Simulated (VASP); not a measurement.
A run of VASP 6.6.1 is set up as follows.

File INCAR:

```
SYSTEM = BN
  PREC = Accurate
  ENCUT = 520
  EDIFF = 1E-8
  ISMEAR = 0
  SIGMA = 0.01
  LREAL = .FALSE.
  LASPH = .TRUE.
  NELM = 80
  ALGO = Normal
  ISIF = 2
  LWAVE = .FALSE.
  LCHARG = .FALSE.
  GGA = PE
  NBANDS = 11
  IBRION = 8
  NSW = 1
  LEPSILON = .TRUE.
```

The input KPOINTS:

```
regular mesh
0
G
  12 12 12
  0 0 0
```

File POSCAR:

```
BN
1.0
    0.0000000000      1.8001749103      1.8001749103
    1.8001749103      0.0000000000      1.8001749103
    1.8001749103      1.8001749103      0.0000000000
B N
1 1
Direct
    0.0000000000      0.0000000000      0.0000000000
    0.7500000000      0.7500000000      0.7500000000
```

Potentials or basis: VASP PAW PBE potentials, release 64 (B, N).

Launch:

```bash
$ cat potpaw_PBE.64/B/POTCAR potpaw_PBE.64/N/POTCAR > POTCAR
$ mpirun -np 1 vasp_std > vasp.out
```

(1) Estimate the electronic dielectric tensor (diagonal).

(2) Predict the Born charges (mean of the diagonal).

(3) Predict the highest phonon frequency at Γ, LO-TO splitting left out.

Results:

(1) 4.59.

(2) B +1.90; N -1.90 e.

(3) 1055 cm⁻¹.

Caveat: the cell differs from its parent crystal (phonons at volume x 0.98); the cell wasn't relaxed at this level first, which shifts response properties.
